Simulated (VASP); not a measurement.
# BiTe (F-43m) in VASP: notebook

The runs below take BiTe through single point, with LDA.

Everything below comes from runs of VASP 6.6.1. Logs are shortened: lines on timing, memory, paths and dates and some standing lists are left out, and cuts for length are marked.

### Step 1. The cell of the first run

It takes space group F-43m (No. 216, cubic). Conventional cell: a = 6.389 Å, b = 6.389 Å, c = 6.389 Å, α = 90.00°, β = 90.00°, γ = 90.00°. Within 3.6 Å of Bi (site symmetry -43m) lie 4 Te at 2.77 Å. Within 3.6 Å of Te (site symmetry -43m) lie 4 Bi at 2.77 Å.

### Step 2. Single point, LDA

Contents of INCAR:

```
PREC     = Accurate       # precision mode
ENCUT    = 500            # plane-wave cutoff, eV
EDIFF    = 1E-6           # SCF threshold, eV
ISMEAR   = -1             # smearing method
SIGMA    = 0.05           # smearing width, eV
LREAL    = False          # projectors in reciprocal space
LASPH    = True           # aspherical terms in the spheres
NELM     = 120            # most SCF steps
ALGO     = Normal         # electronic algorithm
ISIF     = 2              # what is computed and relaxed
LWAVE    = False          # write WAVECAR
LCHARG   = False          # write CHGCAR
NBANDS   = 18             # bands
GGA_COMPAT= False
```

Contents of KPOINTS:

```
regular mesh
0
Gamma
  6 6 6
```

Contents of POSCAR:

```
BiTe
1.0
    0.0000000000      3.1946884994      3.1946884994
    3.1946884994      0.0000000000      3.1946884994
    3.1946884994      3.1946884994      0.0000000000
Bi Te
1 1
Direct
    0.0000000000      0.0000000000      0.0000000000
    0.2500000000      0.2500000000      0.2500000000
```

Potentials or basis: VASP PAW LDA potentials, release 64 (Bi_d, Te).

Run with:

```console
$ cat potpaw_LDA.64/Bi_d/POTCAR potpaw_LDA.64/Te/POTCAR > POTCAR
$ mpirun -np 1 vasp_std > vasp.out
```

OUTCAR:

```text
PREC = Accurate
   ENCUT = 500
   EDIFF = 1E-6
   ISMEAR = -1
   LREAL = False
   LASPH = True
   NELM = 120
   ISIF = 2

 ion  position               nearest neighbor table
   1  0.000  0.000  0.000-   2 2.77   2 2.77   2 2.77   2 2.77
   2  0.250  0.250  0.250-   1 2.77   1 2.77   1 2.77   1 2.77

  LATTYP: Found a face centered cubic cell.
 ALAT       =     6.3893769988

  Lattice vectors:

 A1 = (   0.0000000000,   3.1946884994,   3.1946884994)
 A2 = (   3.1946884994,   0.0000000000,   3.1946884994)
 A3 = (   3.1946884994,   3.1946884994,   0.0000000000)

Analysis of symmetry for initial positions (statically):
=====================================================================
 Subroutine PRICEL returns:
 Original cell was already a primitive cell.

 Routine SETGRP: Setting up the symmetry group for a
 face centered cubic supercell.

 Subroutine GETGRP returns: Found 24 space group operations
 (whereof 24 operations were pure point group operations)
 out of a pool of 48 trial point group operations.

The static configuration has the point symmetry T_d .

Analysis of symmetry for dynamics (positions and initial velocities):
=====================================================================
 Subroutine PRICEL returns:
 Original cell was already a primitive cell.

 Routine SETGRP: Setting up the symmetry group for a
 face centered cubic supercell.

 Subroutine GETGRP returns: Found 24 space group operations
 (whereof 24 operations were pure point group operations)
 out of a pool of 48 trial point group operations.

The dynamic configuration has the point symmetry T_d .

 Subroutine INISYM returns: Found 24 space group operations
 (whereof 24 operations are pure point group operations),
 and found     1 'primitive' translations

----------------------------------------------------------------------------------------

                                     Primitive cell

  volume of cell :      65.2102

  direct lattice vectors                    reciprocal lattice vectors
     0.000000000  3.194688499  3.194688499    -0.156509782  0.156509782  0.156509782
     3.194688499  0.000000000  3.194688499     0.156509782 -0.156509782  0.156509782
     3.194688499  3.194688499  0.000000000     0.156509782  0.156509782 -0.156509782

  length of vectors
     4.517971803  4.517971803  4.517971803     0.271082894  0.271082894  0.271082894

  position of ions in fractional coordinates (direct lattice)
     0.000000000  0.000000000  0.000000000
     0.250000000  0.250000000  0.250000000

  ion indices of the primitive-cell ions
   primitive index   ion index
                 1           1
                 2           2

----------------------------------------------------------------------------------------

 KPOINTS: regular mesh

Automatic generation of k-mesh.
 Grid dimensions read from file:
 generate k-points for:    6    6    6

 Generating k-lattice:

  Cartesian coordinates                     Fractional coordinates (reciprocal lattice)
    -0.026084964  0.026084964  0.026084964     0.166666667  0.000000000  0.000000000
     0.026084964 -0.026084964  0.026084964     0.000000000  0.166666667  0.000000000
     0.026084964  0.026084964 -0.026084964     0.000000000  0.000000000  0.166666667

  Length of vectors
     0.045180482  0.045180482  0.045180482

  Shift w.r.t. Gamma in fractional coordinates (k-lattice)
     0.000000000  0.000000000  0.000000000

 Subroutine IBZKPT returns following result:
 ===========================================

 Found     16 irreducible k-points:

 Following reciprocal coordinates:
            Coordinates               Weight
  0.000000  0.000000  0.000000      1.000000
  0.166667  0.000000  0.000000      8.000000
  0.333333  0.000000  0.000000      8.000000
  0.500000  0.000000  0.000000      4.000000
  0.166667  0.166667  0.000000      6.000000
  0.333333  0.166667  0.000000     24.000000
[... 8 lines left out ...]
 -0.333333  0.333333  0.166667     24.000000
 -0.333333  0.500000  0.166667     12.000000
   k-points           NKPTS =     16   k-points in BZ     NKDIM =     16   number of bands    NBANDS=     18
   number of dos      NEDOS =    301   number of ions     NIONS =      2
   total plane-waves  NPLWV =  46656
   dimension x,y,z NGX =    36 NGY =   36 NGZ =   36
   dimension x,y,z NGXF=    72 NGYF=   72 NGZF=   72
   ions per type =               1   1
   NGX,Y,Z   is equivalent  to a cutoff of  13.25, 13.25, 13.25 a.u.
   NGXF,Y,Z  is equivalent  to a cutoff of  26.49, 26.49, 26.49 a.u.
 SYSTEM =  unknown system
   PREC   = accura    normal or accurate (medium, high low for compatibility)
   ISTART =      0    job   : 0-new  1-cont  2-samecut
   ICHARG =      2    charge: 1-file 2-atom 10-const
   ISPIN  =      1    spin polarized calculation?
   LNONCOLLINEAR =      F non collinear calculations
   LSORBIT =      F    spin-orbit coupling
   LASPH  =      T    aspherical Exc in radial PAW
   ENCUT  =  500.0 eV  36.75 Ry    6.06 a.u.   8.24  8.24  8.24*2*pi/ulx,y,z
   NELM   =    120;   NELMIN=  2; NELMDL= -5     # of ELM steps
   EDIFF  = 0.1E-05   stopping-criterion for ELM
   LREAL  =      F    real-space projection
   EDIFFG = 0.1E-04   stopping-criterion for IOM
   NSW    =      0    number of steps for IOM
   IBRION =     -1    ionic relax: 0-MD 1-quasi-New 2-CG
   NFREE  =      0    steps in history (QN), initial steepest desc. (CG)
   ISIF   =      2    stress and relaxation
   ISYM   =      2    0-nonsym 1-usesym 2-fastsym
   POTIM  = 0.5000    time-step for ionic-motion
   TEBEG  =    0.0;   TEEND  =   0.0 temperature during run
   PSTRESS=    0.0 pullay stress
   NELECT =      21.0000    total number of electrons
   NUPDOWN=      -1.0000    fix difference up-down
   EMIN   =  10.00;   EMAX   =-10.00  energy-range for DOS
   EFERMI =   0.00;   METHOD = LEGACY
   ISMEAR =    -1;   SIGMA  =   0.05  broadening in eV -4-tet -1-fermi 0-gaus
   EFERMI_NEDOS =   21; number of points for ismear=-14 and -15
   IALGO  =     38    algorithm
   IMIX   =      4    mixing-type and parameters
     AMIX     =   0.40;   BMIX     =  1.00
     AMIX_MAG =   1.60;   BMIX_MAG =  1.00
  volume/ion in A,a.u.               =      32.61       220.03
  Fermi-wavevector in a.u.,A,eV,Ry     =   1.122129  2.120516 17.132092  1.259173
  Thomas-Fermi vector in A             =   2.258787
   LORBIT       =      0    0 simple, 1 ext, 2 COOP (PROOUT), +10 PAW based schemes
   GGA     = CA    functional components
   LHFCALC =     F    Hartree Fock is set to
   AEXX    =    0.0000 exact exchange contribution
   IVDW    =     0    specifies the selected vdW correction
   LEPSILON=     F    determine dielectric tensor
   LRPA    =     F    only Hartree local field effects (RPA)
 non-spin polarized calculation
  energy-cutoff  :      500.00
  volume of cell :       65.21
 maximum number of plane-waves:      1676
 NGX is ok and might be reduce to    36
   NGX = 17   NGY = 17   NGZ = 17

 number of electron      21.0000004 magnetization

 Free energy of the ion-electron system (eV)
  ---------------------------------------------------
  ext. energy  EPLUGINS =         0.00000000
  ---------------------------------------------------
  free energy    TOTEN  =        -6.72246856 eV

  energy without entropy =       -6.71648956  energy(sigma->0) =       -6.71947906

 E-fermi :   7.4800     XC(G=0):  -9.6221

 val. band max:        7.2272732845   @ k =   0.5000   0.3333   0.1667
 cond. band min:       7.5064254243   @ k =   0.1667   0.0000   0.0000
 fundamental gap:      0.2791521398
 Fermi energy:         7.4799694757

 k-point     1 :       0.0000    0.0000    0.0000
  band No.  band energies     occupation
      1     -16.2466      2.00000
      2     -16.2466      2.00000
      3     -16.2466      2.00000
      4     -16.1767      2.00000
      5     -16.1767      2.00000
      6      -8.0600      2.00000
[... 10 lines left out ...]
     17      14.3904      0.00000
     18      14.3904      0.00000

 k-point     2 :       0.1667    0.0000    0.0000
  band No.  band energies     occupation
      1     -16.2499      2.00000
      2     -16.2438      2.00000
      3     -16.2438      2.00000
      4     -16.1767      2.00000
      5     -16.1767      2.00000
      6      -7.8069      2.00000
[... 10 lines left out ...]
     17      13.7967      0.00000
     18      16.1698      0.00000

 k-point     3 :       0.3333    0.0000    0.0000
  band No.  band energies     occupation
      1     -16.2565      2.00000
      2     -16.2385      2.00000
      3     -16.2385      2.00000
      4     -16.1764      2.00000
      5     -16.1764      2.00000
      6      -7.1361      2.00000
[... 10 lines left out ...]
     17      15.0082      0.00000
     18      17.8097      0.00000

 k-point     4 :       0.5000    0.0000    0.0000
  band No.  band energies     occupation
      1     -16.2599      2.00000
      2     -16.2361      2.00000
      3     -16.2361      2.00000
      4     -16.1761      2.00000
      5     -16.1761      2.00000
      6      -6.6154      2.00000
[... 207 lines left out ...]
      4     -16.1800      2.00000
      5     -16.1744      2.00000
      6      -6.4987      2.00000
[... 10 lines left out ...]
     17      15.5816      0.00000
     18      16.6119      0.00000

 k-point    15 :      -0.3333    0.3333    0.1667
  band No.  band energies     occupation
      1     -16.2663      2.00000
      2     -16.2331      2.00000
      3     -16.2276      2.00000
      4     -16.1795      2.00000
      5     -16.1751      2.00000
      6      -5.9154      2.00000
[... 10 lines left out ...]
     17      15.4235      0.00000
     18      17.8700      0.00000

 k-point    16 :      -0.3333    0.5000    0.1667
  band No.  band energies     occupation
      1     -16.2709      2.00000
      2     -16.2300      2.00000
      3     -16.2245      2.00000
      4     -16.1818      2.00000
      5     -16.1736      2.00000
      6      -5.2696      2.00000
[... 10 lines left out ...]
     17      15.6015      0.00000
     18      18.0565      0.00000

------------------------ aborting loop because EDIFF is reached ----------------------------------------

  FORCE on cell =-STRESS in cart. coord.  units (eV):
  Direction    XX          YY          ZZ          XY          YZ          ZX
  --------------------------------------------------------------------------------------
  -------------------------------------------------------------------------------------
  Total        8.2175065      8.2175065      8.2175065      0.0000000      0.0000000     -0.0000000
  in kB      201.8994279    201.8994279    201.8994279      0.0000000      0.0000000     -0.0000000
  external PRESSURE =     201.8994279 kB  Pullay stress =       0.0000000 kB

 VOLUME and BASIS-vectors are now :
 -----------------------------------------------------------------------------
  energy-cutoff  :      500.00
  volume of cell :       65.21
      direct lattice vectors                 reciprocal lattice vectors
     0.000000000  3.194688499  3.194688499    -0.156509782  0.156509782  0.156509782
     3.194688499  0.000000000  3.194688499     0.156509782 -0.156509782  0.156509782
     3.194688499  3.194688499  0.000000000     0.156509782  0.156509782 -0.156509782

 POSITION                                       TOTAL-FORCE (eV/Angst)
 -----------------------------------------------------------------------------------
      0.00000      0.00000      0.00000         0.000000      0.000000      0.000000
      1.59734      1.59734      1.59734        -0.000000     -0.000000     -0.000000
 -----------------------------------------------------------------------------------
    total drift:                               -0.000000     -0.000000     -0.000000

  FREE ENERGIE OF THE ION-ELECTRON SYSTEM (eV)
  ---------------------------------------------------
  free  energy   TOTEN  =        -6.7224685601 eV

  energy  without entropy=       -6.7164895634  energy(sigma->0) =       -6.71947906
```

It took 7.8 s on 1 thread of Intel Xeon 6975P-C (Granite Rapids), shared host; peak memory 0.17 GiB.

Results:

```yaml
Free_energy: -6.7225 eV
Pressure: 20.2 GPa
Band_gap_on_the_k_mesh: zero (an odd number of electrons rules out a gap without spin polarisation)
```

Levels at points of the mesh, in eV from the Fermi level:
```tsv
k point	band 8	band 9	band 10	band 11	band 12	band 13
(0.00, 0.00, 0.00)	-3.45	-3.45	-3.45	-0.45	-0.45	-0.45
(0.50, 0.00, 0.00)	-4.47	-4.47	-3.99	0.78	0.78	3.71
(0.50, 0.50, 0.00)	-5.62	-5.62	-2.22	-1.60	4.44	4.44
```

Caveat: the cell stands under pressure; spin-orbit coupling is left out, which moves the levels of the heavy elements.

### Step 3. Single point, LDA

This run uses another cell than the first one, of 36.34 Å³/atom.

Contents of INCAR:

```
SYSTEM = BiTe
  PREC = Accurate
  ENCUT = 500
  EDIFF = 1E-6
  ISMEAR = -1
  SIGMA = 0.05
  LREAL = .False.
  LASPH = .True.
  NELM = 120
  ALGO = Normal
  ISIF = 2
  LWAVE = .False.
  LCHARG = .False.
  GGA = CA
  NBANDS = 18
  GGA_COMPAT = .False.
```

Contents of KPOINTS:

```
Automatic mesh
0
Gamma
  6 6 6
  0 0 0
```

Contents of POSCAR:

```
BiTe
1.0
    0.0000000000      3.3123882771      3.3123882771
    3.3123882771      0.0000000000      3.3123882771
    3.3123882771      3.3123882771      0.0000000000
Bi Te
1 1
Direct
    0.0000000000      0.0000000000      0.0000000000
    0.2500000000      0.2500000000      0.2500000000
```

Potentials or basis: VASP PAW LDA potentials, release 64 (Bi_d, Te).

Run with:

```console
$ cat potpaw_LDA.64/Bi_d/POTCAR potpaw_LDA.64/Te/POTCAR > POTCAR
$ mpirun -np 1 vasp_std > vasp.out
```

OUTCAR:

```text
SYSTEM = BiTe
   PREC = Accurate
   ENCUT = 500
   EDIFF = 1E-6
   ISMEAR = -1
   LREAL = .False.
   LASPH = .True.
   NELM = 120
   ISIF = 2
   GGA = CA

 ion  position               nearest neighbor table
   1  0.000  0.000  0.000-   2 2.87   2 2.87   2 2.87   2 2.87
   2  0.250  0.250  0.250-   1 2.87   1 2.87   1 2.87   1 2.87

  LATTYP: Found a face centered cubic cell.
 ALAT       =     6.6247765542

  Lattice vectors:

[... 511 lines left out ...]

------------------------ aborting loop because EDIFF is reached ----------------------------------------

  FORCE on cell =-STRESS in cart. coord.  units (eV):
  Direction    XX          YY          ZZ          XY          YZ          ZX
  --------------------------------------------------------------------------------------
  -------------------------------------------------------------------------------------
  Total        4.6022473      4.6022473      4.6022473      0.0000000      0.0000000     -0.0000000
  in kB      101.4441072    101.4441072    101.4441072      0.0000000      0.0000000     -0.0000000
  external PRESSURE =     101.4441072 kB  Pullay stress =       0.0000000 kB

 VOLUME and BASIS-vectors are now :
 -----------------------------------------------------------------------------
  energy-cutoff  :      500.00
  volume of cell :       72.69
      direct lattice vectors                 reciprocal lattice vectors
     0.000000000  3.312388277  3.312388277    -0.150948487  0.150948487  0.150948487
     3.312388277  0.000000000  3.312388277     0.150948487 -0.150948487  0.150948487
     3.312388277  3.312388277  0.000000000     0.150948487  0.150948487 -0.150948487

 POSITION                                       TOTAL-FORCE (eV/Angst)
 -----------------------------------------------------------------------------------
      0.00000      0.00000      0.00000        -0.000000     -0.000000      0.000000
      1.65619      1.65619      1.65619         0.000000      0.000000     -0.000000
 -----------------------------------------------------------------------------------
    total drift:                               -0.000000     -0.000000     -0.000000

  FREE ENERGIE OF THE ION-ELECTRON SYSTEM (eV)
  ---------------------------------------------------
  free  energy   TOTEN  =        -7.4132926284 eV

  energy  without entropy=       -7.4065748713  energy(sigma->0) =       -7.40993375
```

Wall time 8.1 s (1 thread of Intel Xeon 6975P-C (Granite Rapids), shared host); peak memory 0.18 GiB.

What came out:

* Free energy: -7.4133 eV
* Pressure: 10.1 GPa
* Band gap on the k mesh: zero (an odd number of electrons rules out a gap without spin polarisation)

Caveat: the cell stands under pressure; spin-orbit coupling is left out, which moves the levels of the heavy elements.

The gap in the log of VASP goes by the Fermi energy; the results here count the filled bands.